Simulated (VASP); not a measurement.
Input of a VASP 6.6.1 run:

The input INCAR:

```
ALGO     = Normal         # electronic algorithm
EDIFF    = 1E-7           # SCF threshold, eV
ENCUT    = 520            # plane-wave cutoff, eV
GGA      = PE             # functional
ISIF     = 2              # what is computed and relaxed
ISMEAR   = -1             # smearing method
LASPH    = T              # aspherical terms in the spheres
LCHARG   = F              # write CHGCAR
LREAL    = F              # projectors in reciprocal space
LWAVE    = F              # write WAVECAR
NBANDS   = 18             # bands
NELM     = 100            # most SCF steps
PREC     = Accurate       # precision mode
SIGMA    = 0.1            # smearing width, eV
```

Contents of KPOINTS:

```
k-points
0
Gamma
  10 10 10
```

The input POSCAR:

```
RbHN2
1.0
    1.7190090000      2.9774110000      0.0000000000
   -1.7190090000      2.9774110000      0.0000000000
   -1.7190090000      0.9924670000      5.6822520000
N H Rb
2 1 1
Direct
    0.2361000000      0.5278000000      0.7083000000
    0.7639000000      0.4722000000      0.2917000000
    0.5000000000      0.0000000000      0.5000000000
    0.0000000000      0.0000000000      0.0000000000
```

Potentials or basis: VASP PAW PBE potentials, release 64 (N, H, Rb_sv).

Launch:

```bash
$ cat potpaw_PBE.64/N/POTCAR potpaw_PBE.64/H/POTCAR potpaw_PBE.64/Rb_sv/POTCAR > POTCAR
$ mpirun -np 1 vasp_std > vasp.out
```

Problem. Predict the largest force.

Solution. 2.283 eV/Å.

Problem. Predict the pressure.

Solution. -0.9 GPa.

Forces on the atoms (eV/Å):
```
N    0.000  0.000 -2.283
N    0.000  0.000  2.283
H    0.000  0.000  0.000
Rb   0.000  0.000  0.000
```

Caveat: forces of over 1 eV/Å act on the atoms, so gaps and moduli don't describe the material at rest.
